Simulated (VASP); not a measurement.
# FeNi3: single point with PBEsol

FeNi3:

```
CELL_PARAMETERS angstrom
3.54500 0.00000 0.00000
0.00000 3.54500 0.00000
0.00000 0.00000 3.54500
ATOMIC_POSITIONS crystal
Fe 0.00000 0.00000 0.00000
Ni 0.00000 0.50000 0.50000
Ni 0.50000 0.00000 0.50000
Ni 0.50000 0.50000 0.00000
```

```
Program             : VASP 6.6.1
Task                : single point
Functional          : PBEsol
Potentials or basis : VASP PAW PBE potentials, release 64 (Fe, Ni)
Cutoff              : 520 eV
k mesh              : 12 × 12 × 12
Occupations         : gaussian, width 0.1 eV
Spin                : collinear spin, ferromagnetic start
Starting moments    : [3.13, 0.75, 0.75, 0.75] μB
```

```json
{"Pressure": "-9.6 GPa", "Net moment": "4.78 μB per cell", "Site moments": "Fe +2.90; Ni +0.63 μB", "Valence electrons inside the program's atomic spheres": "Fe 7.09; Ni 9.34"}
```

Levels at points of the mesh, in eV from the Fermi level:
Spin up:
| k point | band 18 | band 19 | band 20 | band 21 | band 22 | band 23 | band 24 | band 25 |
| --- | --- | --- | --- | --- | --- | --- | --- | --- |
| (0.00, 0.00, 0.00) | -0.70 | -0.60 | -0.60 | -0.60 | 2.20 | 2.20 | 2.20 | 8.82 |
| (0.50, 0.00, 0.00) | -1.52 | -1.39 | -1.03 | -0.70 | -0.60 | 7.44 | 7.44 | 7.48 |
| (0.50, 0.50, 0.00) | -1.69 | -1.49 | -1.47 | 0.74 | 0.74 | 0.78 | 0.79 | 11.10 |
| (0.50, 0.50, 0.50) | -0.77 | -0.77 | -0.77 | -0.55 | -0.55 | -0.55 | -0.41 | 5.40 |
Spin down:
```tsv
k point	band 15	band 16	band 17	band 18	band 19	band 20
(0.00, 0.00, 0.00)	0.27	0.27	0.98	0.98	1.27	1.27
(0.50, 0.00, 0.00)	-0.84	-0.38	-0.12	-0.12	0.27	0.48
(0.50, 0.50, 0.00)	-1.19	-0.79	-0.68	0.17	0.17	0.36
(0.50, 0.50, 0.50)	-0.45	-0.45	0.06	0.06	0.06	0.80
```

It took 110 s on 1 thread of Intel(R) Xeon(R) 6975P-C (Granite Rapids) (shared host), peak memory 0.29 GiB.

Caveat: the cell stands under tension; the PAW data sets were made with another functional, which shifts forces and pressure a little.
